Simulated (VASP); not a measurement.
# SrO (I4/mmm) in VASP: settings compared

Aim: see how the results for SrO move with the level of theory and the settings. Levels: PBE, r2SCAN. Tasks: single point.

All numbers are computed with VASP 6.6.1; they aren't measurements. Logs are shortened: lines on timing, memory, paths and dates and some standing lists are left out, and cuts for length are marked.

## 1. The cell of the first run

It takes space group I4/mmm (No. 139, tetragonal). The conventional cell has a = 3.649 Å, b = 3.649 Å, c = 5.108 Å, α = 90.00°, β = 90.00°, γ = 90.00°. Sr (site symmetry 4/mmm) has 6 O at 2.55 to 2.58 Å within 3.4 Å. Within 3.4 Å of O (site symmetry 4/mmm) lie 6 Sr at 2.55 to 2.58 Å.

## 2. Single point, PBE (uniaxial z strain -1.0%)

File INCAR:

```
ALGO = Normal
EDIFF = 1E-6
ENCUT = 520
GGA = PE
ISIF = 2
ISMEAR = -1
LASPH = True
LCHARG = False
LREAL = False
LWAVE = False
NBANDS = 15
NELM = 80
PREC = Accurate
SIGMA = 0.02
```

File KPOINTS:

```
k-points
0
Gamma
  8 8 8
```

File POSCAR:

```
SrO
1.0
    0.0000000000      2.5798923265      2.5540934032
    2.5798923265      0.0000000000      2.5540934032
    2.5798923265      2.5798923265      0.0000000000
Sr O
1 1
Direct
    0.0000000000      0.0000000000      0.0000000000
    0.5000000000      0.5000000000      0.5000000000
```

Potentials or basis: VASP PAW PBE potentials, release 64 (Sr_sv, O).

On the command line:

```console
> cat potpaw_PBE.64/Sr_sv/POTCAR potpaw_PBE.64/O/POTCAR > POTCAR
> mpirun -np 1 vasp_std > vasp.out
```

OUTCAR:

```text
EDIFF = 1E-6
   ENCUT = 520
   GGA = PE
   ISIF = 2
   ISMEAR = -1
   LASPH = True
   LREAL = False
   NELM = 80
   PREC = Accurate

 ion  position               nearest neighbor table
   1  0.000  0.000  0.000-   2 2.55   2 2.55   2 2.58   2 2.58   2 2.58   2 2.58
   2  0.500  0.500  0.500-   1 2.55   1 2.55   1 2.58   1 2.58   1 2.58   1 2.58

  LATTYP: Found a body centered tetragonal cell.
 ALAT       =     3.6485187176
 C/A-ratio  =     1.4000714267

  Lattice vectors:

 A1 = (   0.0000000000,  -2.5798923265,  -2.5540934032)
 A2 = (   0.0000000000,   2.5798923265,  -2.5540934032)
 A3 = (   2.5798923265,   0.0000000000,   2.5540934032)

Analysis of symmetry for initial positions (statically):
=====================================================================
 Subroutine PRICEL returns:
 Original cell was already a primitive cell.

 Routine SETGRP: Setting up the symmetry group for a
 body centered tetragonal supercell.

 Subroutine GETGRP returns: Found 16 space group operations
 (whereof 16 operations were pure point group operations)
 out of a pool of 16 trial point group operations.

The static configuration has the point symmetry D_4h.

Analysis of symmetry for dynamics (positions and initial velocities):
=====================================================================
 Subroutine PRICEL returns:
 Original cell was already a primitive cell.

 Routine SETGRP: Setting up the symmetry group for a
 body centered tetragonal supercell.

 Subroutine GETGRP returns: Found 16 space group operations
 (whereof 16 operations were pure point group operations)
 out of a pool of 16 trial point group operations.

The dynamic configuration has the point symmetry D_4h.

 Subroutine INISYM returns: Found 16 space group operations
 (whereof 16 operations are pure point group operations),
 and found     1 'primitive' translations

----------------------------------------------------------------------------------------

                                     Primitive cell

  volume of cell :      33.9993

  direct lattice vectors                    reciprocal lattice vectors
     0.000000000  2.579892326  2.554093403    -0.193806538  0.193806538  0.195764180
     2.579892326  0.000000000  2.554093403     0.193806538 -0.193806538  0.195764180
     2.579892326  2.579892326  0.000000000     0.193806538  0.193806538 -0.195764180

  length of vectors
     3.630321959  3.630321959  3.648518718     0.336816808  0.336816808  0.336816808

  position of ions in fractional coordinates (direct lattice)
     0.000000000  0.000000000  0.000000000
     0.500000000  0.500000000  0.500000000

  ion indices of the primitive-cell ions
   primitive index   ion index
                 1           1
                 2           2

----------------------------------------------------------------------------------------

 KPOINTS: k-points

Automatic generation of k-mesh.
 Grid dimensions read from file:
 generate k-points for:    8    8    8

 Generating k-lattice:

  Cartesian coordinates                     Fractional coordinates (reciprocal lattice)
    -0.024225817  0.024225817  0.024470522     0.125000000  0.000000000  0.000000000
     0.024225817 -0.024225817  0.024470522     0.000000000  0.125000000  0.000000000
     0.024225817  0.024225817 -0.024470522     0.000000000  0.000000000  0.125000000

  Length of vectors
     0.042102101  0.042102101  0.042102101

  Shift w.r.t. Gamma in fractional coordinates (k-lattice)
     0.000000000  0.000000000  0.000000000

 Subroutine IBZKPT returns following result:
 ===========================================

 Found     59 irreducible k-points:

 Following reciprocal coordinates:
            Coordinates               Weight
  0.000000  0.000000  0.000000      1.000000
  0.125000  0.000000  0.000000      8.000000
  0.250000  0.000000  0.000000      8.000000
  0.375000  0.000000  0.000000      8.000000
  0.500000  0.000000  0.000000      4.000000
  0.125000  0.125000  0.000000      2.000000
[... 16 lines left out ...]
  0.250000  0.000000  0.125000     16.000000
  0.375000  0.000000  0.125000     16.000000
 [... further k-points ...]
   k-points           NKPTS =     59   k-points in BZ     NKDIM =     59   number of bands    NBANDS=     15
   number of dos      NEDOS =    301   number of ions     NIONS =      2
   total plane-waves  NPLWV =  21952
   dimension x,y,z NGX =    28 NGY =   28 NGZ =   28
   dimension x,y,z NGXF=    56 NGYF=   56 NGZF=   56
   ions per type =               1   1
   NGX,Y,Z   is equivalent  to a cutoff of  12.82, 12.82, 12.76 a.u.
   NGXF,Y,Z  is equivalent  to a cutoff of  25.64, 25.64, 25.52 a.u.
 SYSTEM =  unknown system
   PREC   = accura    normal or accurate (medium, high low for compatibility)
   ISTART =      0    job   : 0-new  1-cont  2-samecut
   ICHARG =      2    charge: 1-file 2-atom 10-const
   ISPIN  =      1    spin polarized calculation?
   LNONCOLLINEAR =      F non collinear calculations
   LSORBIT =      F    spin-orbit coupling
   LASPH  =      T    aspherical Exc in radial PAW
   ENCUT  =  520.0 eV  38.22 Ry    6.18 a.u.   6.75  6.75  6.78*2*pi/ulx,y,z
   NELM   =     80;   NELMIN=  2; NELMDL= -5     # of ELM steps
   EDIFF  = 0.1E-05   stopping-criterion for ELM
   LREAL  =      F    real-space projection
   EDIFFG = 0.1E-04   stopping-criterion for IOM
   NSW    =      0    number of steps for IOM
   IBRION =     -1    ionic relax: 0-MD 1-quasi-New 2-CG
   NFREE  =      0    steps in history (QN), initial steepest desc. (CG)
   ISIF   =      2    stress and relaxation
   ISYM   =      2    0-nonsym 1-usesym 2-fastsym
   POTIM  = 0.5000    time-step for ionic-motion
   TEBEG  =    0.0;   TEEND  =   0.0 temperature during run
   PSTRESS=    0.0 pullay stress
   NELECT =      16.0000    total number of electrons
   NUPDOWN=      -1.0000    fix difference up-down
   EMIN   =  10.00;   EMAX   =-10.00  energy-range for DOS
   EFERMI =   0.00;   METHOD = LEGACY
   ISMEAR =    -1;   SIGMA  =   0.02  broadening in eV -4-tet -1-fermi 0-gaus
   EFERMI_NEDOS =   21; number of points for ismear=-14 and -15
   IALGO  =     38    algorithm
   IMIX   =      4    mixing-type and parameters
     AMIX     =   0.40;   BMIX     =  1.00
     AMIX_MAG =   1.60;   BMIX_MAG =  1.00
  volume/ion in A,a.u.               =      17.00       114.72
  Fermi-wavevector in a.u.,A,eV,Ry     =   1.273380  2.406340 22.061817  1.621498
  Thomas-Fermi vector in A             =   2.406207
   LORBIT       =      0    0 simple, 1 ext, 2 COOP (PROOUT), +10 PAW based schemes
   GGA     = PE    functional components
   LHFCALC =     F    Hartree Fock is set to
   AEXX    =    0.0000 exact exchange contribution
   IVDW    =     0    specifies the selected vdW correction
   LEPSILON=     F    determine dielectric tensor
   LRPA    =     F    only Hartree local field effects (RPA)
 non-spin polarized calculation
  energy-cutoff  :      520.00
  volume of cell :       34.00
 maximum number of plane-waves:       934
   NGX = 13   NGY = 13   NGZ = 13

 number of electron      15.9999997 magnetization

 Free energy of the ion-electron system (eV)
  ---------------------------------------------------
  ext. energy  EPLUGINS =         0.00000000
  ---------------------------------------------------
  free energy    TOTEN  =       -12.04056556 eV

  energy without entropy =      -12.04056556  energy(sigma->0) =      -12.04056556

 E-fermi :   2.0991     XC(G=0): -10.0248

 val. band max:        1.6864526298   @ k =   0.0000   0.0000   0.0000
 cond. band min:       4.9025270306   @ k =   0.5000   0.5000   0.0000
 fundamental gap:      3.2160744009
 Fermi energy:         2.0991026118

 k-point     1 :       0.0000    0.0000    0.0000
  band No.  band energies     occupation
      1     -30.7277      2.00000
      2     -13.4285      2.00000
      3     -12.3683      2.00000
      4     -12.3683      2.00000
      5     -12.3615      2.00000
      6       1.6498      2.00000
      7       1.6498      2.00000
      8       1.6865      2.00000
      9       5.6402      0.00000
     10       7.8475      0.00000
     11       7.8475      0.00000
     12       7.9229      0.00000
     13       9.9711      0.00000
     14      10.1098      0.00000
     15      14.3728      0.00000

 k-point     2 :       0.1250    0.0000    0.0000
  band No.  band energies     occupation
      1     -30.7078      2.00000
      2     -13.7966      2.00000
      3     -12.3818      2.00000
      4     -12.3750      2.00000
      5     -12.0464      2.00000
      6       1.2092      2.00000
      7       1.4548      2.00000
      8       1.4757      2.00000
      9       6.3369      0.00000
     10       7.7229      0.00000
     11       8.1565      0.00000
     12       8.2010      0.00000
     13      10.3758      0.00000
     14      10.5195      0.00000
     15      15.3670      0.00000

 k-point     3 :       0.2500    0.0000    0.0000
  band No.  band energies     occupation
      1     -30.6593      2.00000
      2     -14.3691      2.00000
      3     -12.4139      2.00000
      4     -12.4011      2.00000
      5     -11.5920      2.00000
      6       0.3853      2.00000
      7       1.0341      2.00000
      8       1.0447      2.00000
      9       7.6472      0.00000
     10       7.8866      0.00000
     11       8.9936      0.00000
     12       9.0204      0.00000
     13      11.3902      0.00000
     14      11.5408      0.00000
     15      17.3486      0.00000
[... 343 lines left out ...]
 k-point    23 :       0.2500    0.0000    0.1250
  band No.  band energies     occupation
      1     -30.6631      2.00000
      2     -14.1957      2.00000
      3     -12.4682      2.00000
      4     -12.4493      2.00000
      5     -11.7329      2.00000
      6       0.4081      2.00000
      7       1.2817      2.00000
      8       1.3858      2.00000
      9       6.9133      0.00000
     10       7.4375      0.00000
     11       9.2185      0.00000
     12       9.3569      0.00000
     13      10.8836      0.00000
     14      11.6358      0.00000
     15      17.3462      0.00000

 k-point    24 :       0.3750    0.0000    0.1250
  band No.  band energies     occupation
      1     -30.6143      2.00000
      2     -14.5968      2.00000
      3     -12.5017      2.00000
      4     -12.4913      2.00000
      5     -11.4891      2.00000
      6       0.0223      2.00000
      7       0.8092      2.00000
      8       0.9932      2.00000
      9       7.2842      0.00000
     10       8.7199      0.00000
     11      10.1280      0.00000
     12      10.2949      0.00000
     13      12.1190      0.00000
     14      12.5858      0.00000
     15      17.3637      0.00000

 [... further k-points ...]

------------------------ aborting loop because EDIFF is reached ----------------------------------------

  FORCE on cell =-STRESS in cart. coord.  units (eV):
  Direction    XX          YY          ZZ          XY          YZ          ZX
  --------------------------------------------------------------------------------------
  -------------------------------------------------------------------------------------
  Total        0.6107359      0.6107359      0.9197151      0.0000000     -0.0000000     -0.0000000
  in kB       28.7802183     28.7802183     43.3405068      0.0000000     -0.0000000     -0.0000000
  external PRESSURE =      33.6336478 kB  Pullay stress =       0.0000000 kB

 VOLUME and BASIS-vectors are now :
 -----------------------------------------------------------------------------
  energy-cutoff  :      520.00
  volume of cell :       34.00
      direct lattice vectors                 reciprocal lattice vectors
     0.000000000  2.579892326  2.554093403    -0.193806538  0.193806538  0.195764180
     2.579892326  0.000000000  2.554093403     0.193806538 -0.193806538  0.195764180
     2.579892326  2.579892326  0.000000000     0.193806538  0.193806538 -0.195764180

 POSITION                                       TOTAL-FORCE (eV/Angst)
 -----------------------------------------------------------------------------------
      0.00000      0.00000      0.00000         0.000000     -0.000000      0.000000
      2.57989      2.57989      2.55409        -0.000000      0.000000      0.000000
 -----------------------------------------------------------------------------------
    total drift:                                0.000000      0.000000      0.000000

  FREE ENERGIE OF THE ION-ELECTRON SYSTEM (eV)
  ---------------------------------------------------
  free  energy   TOTEN  =       -12.0405655613 eV

  energy  without entropy=      -12.0405655613  energy(sigma->0) =      -12.04056556
```

Run time: 13 s. Hardware: 1 thread of AMD EPYC 9R45 (Zen 5), shared host; peak memory 0.15 GiB.

What came out:

* Free energy: -12.0406 eV
* Pressure: 3.4 GPa
* Band gap on the k mesh: 3.22 eV (least direct gap 3.34 eV)

Levels at points of the mesh, in eV from the valence-band top:
| k point | band 6 | band 7 | band 8 | band 9 | band 10 | band 11 |
| --- | --- | --- | --- | --- | --- | --- |
| (0.00, 0.00, 0.00) | -0.04 | -0.04 | 0.00 | 3.95 | 6.16 | 6.16 |
| (0.50, 0.00, 0.00) | -2.19 | -1.16 | -1.16 | 6.53 | 8.43 | 8.81 |
| (0.50, 0.50, 0.00) | -0.42 | -0.13 | -0.13 | 3.22 | 7.78 | 10.14 |
| (0.50, 0.00, 0.50) | -0.48 | -0.13 | -0.08 | 3.25 | 7.77 | 10.15 |

Caveat: the cell differs from its parent crystal (uniaxial z strain -1.0%); the cell stands under pressure. A k mesh can miss the band edges.

## 3. Single point, PBE (epitaxial xy strain -0.5%)

File INCAR:

```
PREC = Accurate ; ENCUT = 520
EDIFF = 1E-6 ; ISMEAR = -1
SIGMA = 0.02 ; LREAL = F
LASPH = T ; NELM = 60
ALGO = Normal ; ISIF = 2
LWAVE = F ; LCHARG = T
GGA = PE ; LELF = T
LVHAR = T ; NBANDS = 15
```

File KPOINTS:

```
regular mesh
0
Gamma
  8 8 8
```

File POSCAR:

```
SrO
1.0
    0.0000000000      2.5669928649      2.5862617628
    2.5669928649      0.0000000000      2.5862617628
    2.5669928649      2.5669928649      0.0000000000
Sr O
1 1
Direct
    0.0000000000      0.0000000000      0.0000000000
    0.5000000000      0.5000000000      0.5000000000
```

Potentials or basis: VASP PAW PBE potentials, release 64 (Sr_sv, O).

On the command line:

```console
> cat potpaw_PBE.64/Sr_sv/POTCAR potpaw_PBE.64/O/POTCAR > POTCAR
> mpirun -np 1 vasp_std > vasp.out
```

Run time: 14 s. Hardware: 1 thread of AMD EPYC 9R45 (Zen 5), shared host; peak memory 0.15 GiB.

The run converged. Its results:

```
Free energy            : -12.0428 eV
Pressure               : 3.1 GPa
Band gap on the k mesh : 3.25 eV (least direct gap 3.34 eV)
```

Stress tensor (GPa, compression positive):
```
3.45 0.00 0.00
0.00 3.45 0.00
0.00 0.00 2.42
```

Levels at points of the mesh, in eV from the valence-band top:
```tsv
k point	band 6	band 7	band 8	band 9	band 10	band 11
(0.00, 0.00, 0.00)	-0.03	0.00	0.00	3.95	6.16	6.21
(0.50, 0.00, 0.00)	-2.17	-1.14	-1.14	6.53	8.42	8.82
(0.50, 0.50, 0.00)	-0.48	-0.09	-0.09	3.28	7.77	10.15
(0.50, 0.00, 0.50)	-0.43	-0.12	-0.09	3.25	7.77	10.15
```

Caveat: the cell differs from its parent crystal (epitaxial xy strain -0.5%); the cell stands under pressure.

(Part 1 of 2 ends here.)
